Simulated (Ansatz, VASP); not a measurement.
InSi2B3: VASP beside Ansatz

```xyz
6
Lattice="3.6330 0.0000 0.0000 -1.8165 3.1463 0.0000 0.0000 0.0000 6.7430" Properties=species:S:1:pos:R:3 pbc="T T T"
In    0.0000    0.0000    3.3715
Si    0.0000    2.0975    5.0329
Si    1.8165    1.0488    1.7101
B     0.0000    0.0000    1.1134
B     0.0000    0.0000    5.6297
B     0.0000    0.0000    0.0000
```

Alike in both runs: task relaxation of cell and atoms; functional PBE; k mesh 6 × 6 × 4; occupations gaussian, width 0.1 eV; no spin polarisation.

|  | VASP | Ansatz |
| --- | --- | --- |
| version | VASP 6.6.1 | Ansatz 0.2.0 |
| potentials or method | VASP PAW PBE potentials, release 64 (In_d, Si, B), cutoff 600 eV | scalar-relativistic, plane waves, PAW |
| valence electrons in the cell | 30 | 30 |

```tsv
	VASP	Ansatz	Ansatz less VASP
gap on the k mesh at the Fermi level, each at its own relaxed structure (eV)	none	none	-
relaxed volume (Å³/atom)	15.41	15.43	+0.013
relaxed cell length with the largest relative difference (Å)	3.412	3.413	+0.0017
```

A gap of «none» marks a metal or a gap that the smearing closes.

Noted on VASP's run: the volume moved by over 15 % at a fixed basis, so the end points are rough.
